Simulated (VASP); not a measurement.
# C: single point with PBE

The system is C.

```
C
1.0
     2.38820    0.00000    0.00000
    -1.19410    2.06824    0.00000
     0.00000    0.00000   11.96300
C
12
Direct
  0.00000 0.00000 0.18686
  0.00000 0.00000 0.68686
  0.00000 0.00000 0.31314
  0.00000 0.00000 0.81314
  0.33333 0.66667 0.52077
  0.66667 0.33333 0.02077
  0.33333 0.66667 0.97923
  0.66667 0.33333 0.47923
  0.33333 0.66667 0.64510
  0.66667 0.33333 0.14510
  0.33333 0.66667 0.85490
  0.66667 0.33333 0.35490
```

```json
{
 "Program": "VASP 6.6.1",
 "Task": "single point",
 "Functional": "PBE",
 "Potentials or basis": "VASP PAW PBE potentials, release 64 (C)",
 "Cutoff": "520 eV",
 "k mesh": "12 × 12 × 2",
 "Occupations": "gaussian, width 0.05 eV",
 "Spin": "no spin polarisation",
 "Dipole correction": "no",
 "Further INCAR settings": "ALGO = Normal; EDIFF = 1e-07; NBANDS = 36"
}
```

* Pressure: 84.1 GPa
* Largest force: 0.318 eV/Å
* Band gap on the k mesh: 4.89 eV (least direct gap 5.47 eV)

Forces in eV/Å, atoms in the order of the input:
```
C    0.000  0.000  0.318
C    0.000  0.000  0.318
C    0.000  0.000 -0.318
C    0.000  0.000 -0.318
C    0.000  0.000  0.221
C    0.000  0.000  0.221
C    0.000  0.000 -0.221
C    0.000  0.000 -0.221
C    0.000  0.000 -0.221
C    0.000  0.000 -0.221
C    0.000  0.000  0.221
C    0.000  0.000  0.221
```

Stress tensor (GPa, compression positive):
```
92.63  0.00  0.00
 0.00 92.63  0.00
 0.00  0.00 66.98
```

Levels at points of the mesh, in eV from the valence-band top:
```csv
k point,band 22,band 23,band 24,band 25,band 26,band 27
"(0.00, 0.00, 0.00)",-0.22,0.00,0.00,5.47,5.91,5.91
"(0.50, 0.00, 0.00)",-4.62,-4.17,-3.40,5.17,5.54,5.77
"(0.00, 0.00, 0.50)",-0.35,-0.35,-0.35,6.33,6.33,6.33
"(0.50, 0.00, 0.50)",-4.34,-3.77,-3.77,5.33,5.33,6.03
```

Wall time 46 s on 1 thread of AMD EPYC 9R45 96-Core Processor (Zen 5) (shared host), peak memory 0.16 GiB.

Caveat: the stress differs along the axes, from 67 to 93 GPa. A k mesh can miss the band edges.
